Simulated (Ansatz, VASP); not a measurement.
## One calculation of CdBr3, two programs

```
Br Cd
1.0
     7.71326    0.00000    0.00000
    -3.85663    6.67988    0.00000
     0.00000    0.00000    4.40310
Br Cd
6 2
Cartesian
  1.8261 2.0167 1.1008
  -0.8334 2.5898 3.3023
  5.0537 0.5731 1.1008
  2.0305 4.6632 3.3023
  4.6900 4.0901 1.1008
  -1.1971 6.1067 3.3023
  -0.0004 4.4535 1.1008
  3.8562 2.2264 3.3023
```

Alike in both runs: task single point; functional RPBE; k mesh 3 × 3 × 4; no spin polarisation.

```csv
,VASP,Ansatz
version,VASP 6.6.1,Ansatz 0.2.0
potentials or method,"VASP PAW PBE potentials, release 64 (Br, Cd), cutoff 520 eV",PAW plane waves
occupations,"fermi-dirac, width 0.1 eV",fermi-dirac
valence electrons in the cell,66,82
```

|  | VASP | Ansatz | Ansatz less VASP |
| --- | --- | --- | --- |
| gap on the k mesh at the Fermi level (eV) | none | none | - |
| pressure (GPa) | 3.0 | 2.9 | -0.11 |
| traceless stress, the component that is largest in VASP (GPa) | -0.63 | -0.64 | -0.017 |
| rms of the force components (eV/Å) | 0.092 | 0.086 | -0.0055 |

VASP's potentials were made for PBE, not for RPBE. Atom by atom the forces differ by 0.006 eV/Å (rms over components). A gap of «none» marks a metal or a gap that the smearing closes. VASP's potentials hold 66 valence electrons a cell and Ansatz's 82, so a difference there can come from the potentials and not from the codes. Ansatz's warnings: structure snapped to symmetry.
